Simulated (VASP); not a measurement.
# ZnS: electric field gradients with PBE

ZnS:

```xyz
2
Lattice="0.0000 2.7402 2.7402 2.7402 0.0000 2.7402 2.7402 2.7402 0.0000" Properties=species:S:1:pos:R:3 pbc="T T T"
Zn    0.0000    0.0000    0.0000
S     4.1104    4.1104    4.1104
```

This cell differs from its parent crystal: volume scaled by 1.04.

* Program: VASP 6.6.1
* Task: electric field gradients
* Functional: PBE
* Potentials or basis: VASP PAW PBE potentials, release 64 (Zn, S)
* Cutoff: 520 eV
* k mesh: 8 × 8 × 8
* Occupations: fermi-dirac, width 0.01 eV
* Spin: no spin polarisation
* Dipole correction: no
* Further INCAR settings: ALGO = Normal; EDIFF = 1e-08; NBANDS = 16

```
Pressure               : -1.2 GPa
Band gap on the k mesh : 1.93 eV, direct
```

Levels at points of the mesh, in eV from the valence-band top:
```tsv
k point	band 5	band 6	band 7	band 8	band 9	band 10	band 11	band 12	band 13	band 14
(0.00, 0.00, 0.00)	-5.73	-5.73	0.00	0.00	0.00	1.93	6.42	6.42	6.42	11.64
(0.50, 0.00, 0.00)	-5.70	-5.54	-5.02	-0.81	-0.81	3.23	6.95	6.95	8.71	11.98
(0.50, 0.50, 0.00)	-5.66	-5.53	-4.39	-2.07	-2.07	3.50	4.07	10.69	11.68	11.68
```

Wall time 42 s on 1 thread of Intel Xeon 8259CL (shared host), peak memory 0.17 GiB.

Caveat: without QUAD_EFG the Cq values of the log hold for a quadrupole moment of 1 mb, not for the nuclei.
